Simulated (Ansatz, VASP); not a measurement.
# Ge2Sb2Te5: VASP beside Ansatz

Contents of POSCAR:

```
Ge2Sb2Te5
1.0
    4.2940644200      0.0000000000      0.0000000000
   -2.1470322100      3.7187688800      0.0000000000
    0.0000000000      0.0000000000     17.1013460000
Ge Sb Te
2 2 5
Direct
    0.3333333300      0.6666666700      0.8971050000
    0.6666666700      0.3333333300      0.1028950000
    0.0000000000      0.0000000000      0.6799320000
    0.0000000000      0.0000000000      0.3200680000
    0.0000000000      0.0000000000      0.0000000000
    0.6666666700      0.3333333300      0.7984580000
    0.3333333300      0.6666666700      0.2015420000
    0.3333333300      0.6666666700      0.5801080000
    0.6666666700      0.3333333300      0.4198920000
```

Contents of INCAR.step1:

```
  PREC = Accurate
  ENCUT = 520
  ISMEAR = 0
  SIGMA = 0.1
  LREAL = False
  LASPH = True
  NELM = 100
  NBANDS = 44
  GGA = PE
  ALGO = Normal
  EDIFF = 1E-4
  LWAVE = True
  LCHARG = False
```

INCAR.step2

```
  PREC = Accurate
  ENCUT = 520
  EDIFF = 1E-7
  ISMEAR = 0
  SIGMA = 0.1
  LREAL = False
  LASPH = True
  NELM = 100
  ALGO = Normal
  ISIF = 2
  LWAVE = False
  LCHARG = True
  METAGGA = R2SCAN
  LMIXTAU = True
  LELF = True
  LVHAR = True
  NBANDS = 44
  ISTART = 1
```

KPOINTS

```
regular mesh
0
Gamma
  6 6 1
```

Input for Ansatz:

```yaml
crystal:
  lattice:
    - [4.29406442, 0.0, 0.0]
    - [-2.14703221, 3.71876888, 0.0]
    - [0.0, 0.0, 17.101346]
  atoms:
    - { symbol: Ge, position: [0.33333333, 0.66666667, 0.897105] }
    - { symbol: Ge, position: [0.66666667, 0.33333333, 0.102895] }
    - { symbol: Sb, position: [0.0, 0.0, 0.679932] }
    - { symbol: Sb, position: [0.0, 0.0, 0.320068] }
    - { symbol: Te, position: [0.0, 0.0, 0.0] }
    - { symbol: Te, position: [0.66666667, 0.33333333, 0.798458] }
    - { symbol: Te, position: [0.33333333, 0.66666667, 0.201542] }
    - { symbol: Te, position: [0.33333333, 0.66666667, 0.580108] }
    - { symbol: Te, position: [0.66666667, 0.33333333, 0.419892] }
basis:
  ecutwfc: 500
kpoints:
  mp_grid: { grid: [6, 6, 1] }
hamiltonian:
  xc: r2scan
  pseudopotentials: { kind: paw, azcp: { folder: soft_1 } }
scf:
  occupations: { method: gaussian, width: 0.1 }
output:
  forces: true
  stress: true
  eigenvalues: true
```

Alike in both runs: task single point; functional r2SCAN; k mesh 6 × 6 × 1; occupations gaussian, width 0.1 eV; no spin polarisation.

|  | VASP | Ansatz |
| --- | --- | --- |
| version | VASP 6.6.1 | Ansatz 0.2.0 |
| potentials or method | VASP PAW PBE potentials, release 64 (Ge_d, Sb, Te), cutoff 520 eV | scalar-relativistic, plane waves, PAW |
| valence electrons in the cell | 68 | 138 |

```tsv
	VASP	Ansatz	Ansatz less VASP
gap on the k mesh at the Fermi level (eV)	0.22	0.21	0.000
least direct gap on the mesh (eV)	0.22	0.21	0.000
pressure (GPa)	-0.6	-0.5	+0.05
traceless stress, the component that is largest in VASP (GPa)	0.10	0.10	-0.003
rms of the force components (eV/Å)	0.075	0.079	+0.0047
```

VASP's potentials were made for PBE, not for r2SCAN. Atom by atom the forces differ by 0.007 eV/Å (rms over components). With one functional, cell and mesh, what is left measures potentials, basis and numerics. VASP's potentials hold 68 valence electrons a cell and Ansatz's 138, so a difference there can come from the potentials and not from the codes.

Neither program's run includes spin-orbit coupling.
